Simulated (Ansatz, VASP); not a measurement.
**One calculation of Sn5GeSe6, two programs**

File INCAR:

```
SYSTEM = Sn5GeSe6
ALGO = Normal
EDIFF = 1E-6
ENCUT = 520
GGA = PE
ISIF = 2
ISMEAR = 0
LASPH = .True.
LCHARG = .False.
LREAL = .False.
LWAVE = .False.
NBANDS = 72
NELM = 60
PREC = Accurate
SIGMA = 0.1
```

File KPOINTS:

```
k-points
0
Gamma
  4 4 1
  0 0 0
```

The input POSCAR:

```
Sn5GeSe6
1.0
    4.2651319400      0.0000000000      0.0000000000
    0.0000000000      4.2651319400      0.0000000000
    0.0000000000      0.0000000000     18.0954223000
Sn Ge Se
5 1 6
Direct
    0.0000000000      0.0000000000      0.8333333300
    0.5000000000      0.5000000000      0.0000000000
    0.0000000000      0.0000000000      0.1666666700
    0.5000000000      0.5000000000      0.3333333300
    0.5000000000      0.5000000000      0.6666666700
    0.0000000000      0.0000000000      0.5000000000
    0.0000000000      0.0000000000      0.0000000000
    0.5000000000      0.5000000000      0.1666666700
    0.0000000000      0.0000000000      0.3333333300
    0.5000000000      0.5000000000      0.5000000000
    0.0000000000      0.0000000000      0.6666666700
    0.5000000000      0.5000000000      0.8333333300
```

Input for Ansatz:

```yaml
crystal:
  lattice:
    - [4.26513194, 0.0, 0.0]
    - [0.0, 4.26513194, 0.0]
    - [0.0, 0.0, 18.0954223]
  atoms:
    - { symbol: Sn, position: [0.0, 0.0, 0.83333333] }
    - { symbol: Sn, position: [0.5, 0.5, 0.0] }
    - { symbol: Sn, position: [0.0, 0.0, 0.16666667] }
    - { symbol: Sn, position: [0.5, 0.5, 0.33333333] }
    - { symbol: Sn, position: [0.5, 0.5, 0.66666667] }
    - { symbol: Ge, position: [0.0, 0.0, 0.5] }
    - { symbol: Se, position: [0.0, 0.0, 0.0] }
    - { symbol: Se, position: [0.5, 0.5, 0.16666667] }
    - { symbol: Se, position: [0.0, 0.0, 0.33333333] }
    - { symbol: Se, position: [0.5, 0.5, 0.5] }
    - { symbol: Se, position: [0.0, 0.0, 0.66666667] }
    - { symbol: Se, position: [0.5, 0.5, 0.83333333] }
basis:
  ecutwfc: 420
kpoints:
  mp_grid: { grid: [4, 4, 1] }
hamiltonian:
  xc: pbe
scf:
  occupations: { method: gaussian, width: 0.1 }
  lower_state_search: "off"
output:
  forces: true
  stress: true
  eigenvalues: true
```

Alike in both runs: task single point; functional PBE; k mesh 4 × 4 × 1; occupations gaussian, width 0.1 eV; no spin polarisation.

```csv
,VASP,Ansatz
version,VASP 6.6.1,Ansatz 0.2.0
potentials or method,"VASP PAW PBE potentials, release 64 (Sn_d, Ge_d, Se), cutoff 520 eV","scalar-relativistic, plane waves, PAW"
valence electrons in the cell,120,180
```

```tsv
	VASP	Ansatz	Ansatz less VASP
gap on the k mesh at the Fermi level (eV)	0.32	0.32	0.000
least direct gap on the mesh (eV)	0.32	0.32	0.000
pressure (GPa)	-0.8	-0.8	+0.01
traceless stress, the component that is largest in VASP (GPa)	-1.82	-1.82	0.000
rms of the force components (eV/Å)	0.084	0.084	0.0000
```

Atom by atom the forces differ by 0.000 eV/Å (rms over components). VASP's potentials hold 120 valence electrons a cell and Ansatz's 180, so a difference there can come from the potentials and not from the codes.
